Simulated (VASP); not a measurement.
Wanted: the native input for a VASP 6.6.1 run.

- Task: single point
- Functional: revPBE
- Potentials or basis: VASP PAW PBE potentials, release 64 (Cd, Te)
- Cutoff: 520 eV
- k mesh: 6 × 6 × 6
- Occupations: gaussian, width 0.05 eV
- Spin: no spin polarisation
- Dipole correction: no
- Further INCAR settings: ALGO = Normal; EDIFF = 1e-07; NBANDS = 16

The structure of CdTe lies in POSCAR:

```
CdTe
1.0
    0.0000000000      3.0748223272      3.0748223272
    3.0748223272      0.0000000000      3.0748223272
    3.0748223272      3.0748223272      0.0000000000
Cd Te
1 1
Direct
    0.5000000000      0.5000000000      0.5000000000
    0.0000000000      0.0000000000      0.0000000000
```

This cell differs from its parent crystal: volume scaled by 0.98.

The input as run:

INCAR

```
ALGO = Normal ; EDIFF = 1E-7
ENCUT = 520 ; GGA = RE
ISIF = 2 ; ISMEAR = 0
LASPH = T ; LCHARG = F
LREAL = F ; LWAVE = F
NBANDS = 16 ; NELM = 60
PREC = Accurate ; SIGMA = 0.05
```

KPOINTS

```
k-points
0
Gamma
  6 6 6
```

Potentials or basis: VASP PAW PBE potentials, release 64 (Cd, Te).

Launch:

```console
$ cat potpaw_PBE.64/Cd/POTCAR potpaw_PBE.64/Te/POTCAR > POTCAR
$ mpirun -np 1 vasp_std > vasp.out
```

Results of the run:

```
Pressure               : 1.1 GPa
Band gap on the k mesh : zero (band 9 reaches 3.89 eV, above the bottom of band 10 at 2.59 eV)
```

Caveat: the PAW data sets were made with another functional, which shifts forces and pressure a little; spin-orbit coupling is left out, which moves the levels of the heavy elements.

It took 16 s on 1 thread of Intel(R) Xeon(R) Platinum 8259CL CPU @ 2.50GHz (Skylake/Cascade Lake), on a shared host, peak memory 0.18 GiB.
